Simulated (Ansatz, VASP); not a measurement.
**Ta: VASP beside Ansatz**

File INCAR:

```
ALGO = Normal
EDIFF = 1E-6
ENCUT = 520
GGA = PE
ISIF = 2
ISMEAR = -1
LASPH = T
LCHARG = F
LREAL = F
LWAVE = F
NBANDS = 18
NELM = 80
PREC = Accurate
SIGMA = 0.03
```

The input KPOINTS:

```
k-points
0
Gamma
  9 9 9
```

The input POSCAR:

```
Ta
1.0
    0.0000000000      3.1033627078      3.1033627078
    3.1033627078      0.0000000000      3.1033627078
    3.1033627078      3.1033627078      0.0000000000
Ta
2
Direct
    0.0000000000      0.0000000000      0.0000000000
    0.2500000000      0.2500000000      0.2500000000
```

Input for Ansatz:

```yaml
crystal:
  lattice:
    - [0.0, 3.1033627078, 3.1033627078]
    - [3.1033627078, 0.0, 3.1033627078]
    - [3.1033627078, 3.1033627078, 0.0]
  atoms:
    - { symbol: Ta, position: [0.0, 0.0, 0.0] }
    - { symbol: Ta, position: [0.25, 0.25, 0.25] }
kpoints:
  mp_grid: { grid: [9, 9, 9] }
scf:
  occupations: { method: fermi_dirac, width: 0.03 }
hamiltonian:
  xc: pbe
  pseudopotentials: { kind: all_electron, lapw: { basis_error: 0.00025 } }
output:
  forces: true
  stress: true
  eigenvalues: true
```

Change from the starting cell: volume scaled by 1.05.

Alike in both runs: task single point; functional PBE; k mesh 9 × 9 × 9; occupations fermi-dirac, width 0.03 eV; no spin polarisation.

```csv
,VASP,Ansatz
version,VASP 6.6.1,Ansatz 0.2.0
potentials or method,"VASP PAW PBE potentials, release 64 (Ta_pv), cutoff 520 eV","all-electron LAPW, scalar-relativistic"
```

VASP gave:

* pressure (GPa): -3.2

Task: What did Ansatz give for the same quantities?

Result: Pressure (GPa): -3.3.

Ansatz ran all-electron here, and VASP with PAW potentials.

Neither program's run includes spin-orbit coupling.
